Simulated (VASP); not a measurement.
Ti, 2 atoms in the cell. Symmetry: P6_3/mmc, No. 194, hexagonal system. Conventional cell: a = 2.932 Å, b = 2.932 Å, c = 4.652 Å, α = 90.00°, β = 90.00°, γ = 120.00°. Within 3.8 Å of Ti (site symmetry -6m2) lie 12 Ti at 2.88 to 2.93 Å. 

| Quantity | Value |
| --- | --- |
| Program | VASP 6.6.1 |
| Task | single point |
| Functional | r2SCAN |
| Potentials or basis | VASP PAW PBE potentials, release 64 (Ti_sv) |
| Cutoff | 520 eV |
| k mesh | 7 × 7 × 4 |
| Occupations | fermi-dirac, width 0.1 eV |
| Spin | no spin polarisation |
| Dipole correction | no |
| Further INCAR settings | ALGO = Normal; EDIFF = 1e-06; NBANDS = 19 |

Potentials or basis: VASP PAW PBE potentials, release 64 (Ti_sv).

Run with:

```bash
$ cat potpaw_PBE.64/Ti_sv/POTCAR > POTCAR
$ cp INCAR.step1 INCAR
$ mpirun -np 1 vasp_std > vasp.out
$ cp INCAR.step2 INCAR
$ mpirun -np 1 vasp_std > vasp.out
```

Hardware: 1 thread of Intel(R) Xeon(R) Platinum 8488C (Sapphire Rapids) (shared host).

Question: How long does it take, and how much memory?

Answer: Run time: 47 s on 1 thread of Intel(R) Xeon(R) Platinum 8488C (Sapphire Rapids), on a shared host, peak memory 0.16 GiB. Counts: k points 24.
